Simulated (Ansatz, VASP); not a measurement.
# One calculation of SiO2, two programs

File INCAR:

```
PREC = Accurate
ENCUT = 520
EDIFF = 1E-7
ISMEAR = 0
SIGMA = 0.05
LREAL = False
LASPH = True
NELM = 100
ALGO = Normal
ISIF = 2
LWAVE = False
LCHARG = True
GGA = PE
LELF = True
LVHAR = True
NBANDS = 25
```

The input KPOINTS:

```
regular mesh
0
Gamma
  6 6 8
```

File POSCAR:

```
SiO2
1.0
    4.2676000000      0.0000000000      0.0000000000
    0.0000000000      4.2676000000      0.0000000000
    0.0000000000      0.0000000000      2.6897743053
Si O
2 4
Direct
    0.5000000000      0.5000000000      0.5000000000
    0.0000000000      0.0000000000      0.0000000000
    0.6930127928      0.6930127928      0.0000000000
    0.1930127928      0.8069872072      0.5000000000
    0.3069872072      0.3069872072      0.0000000000
    0.8069872072      0.1930127928      0.5000000000
```

Input for Ansatz:

```yaml
crystal:
  lattice:
    - [4.2676, 0.0, 0.0]
    - [0.0, 4.2676, 0.0]
    - [0.0, 0.0, 2.6897743053]
  atoms:
    - { symbol: Si, position: [0.5, 0.5, 0.5] }
    - { symbol: Si, position: [0.0, 0.0, 0.0] }
    - { symbol: O, position: [0.6930127928, 0.6930127928, 0.0] }
    - { symbol: O, position: [0.1930127928, 0.8069872072, 0.5] }
    - { symbol: O, position: [0.3069872072, 0.3069872072, 0.0] }
    - { symbol: O, position: [0.8069872072, 0.1930127928, 0.5] }
basis:
  ecutwfc: 520.0
kpoints:
  mp_grid: { grid: [6, 6, 8] }
hamiltonian:
  xc: pbe
  pseudopotentials: { kind: paw, azcp: { folder: soft_1 } }
scf:
  occupations: { method: gaussian, width: 0.05 }
output:
  forces: true
  stress: true
  eigenvalues: true
```

Alike in both runs: task single point; functional PBE; k mesh 6 × 6 × 8; occupations gaussian, width 0.05 eV; no spin polarisation.

|  | VASP | Ansatz |
| --- | --- | --- |
| version | VASP 6.6.1 | Ansatz 0.2.0 |
| potentials or method | VASP PAW PBE potentials, release 64 (Si, O), cutoff 520 eV | scalar-relativistic, plane waves, PAW |
| valence electrons in the cell | 32 | 32 |

```csv
,VASP,Ansatz,Ansatz less VASP
gap on the k mesh at the Fermi level (eV),4.80,4.83,+0.022
least direct gap on the mesh (eV),4.80,4.83,+0.022
pressure (GPa),-3.7,-4.0,-0.25
"traceless stress, the component that is largest in VASP (GPa)",1.91,1.42,-0.494
rms of the force components (eV/Å),0.065,0.075,+0.0101
```

Atom by atom the forces differ by 0.010 eV/Å (rms over components).
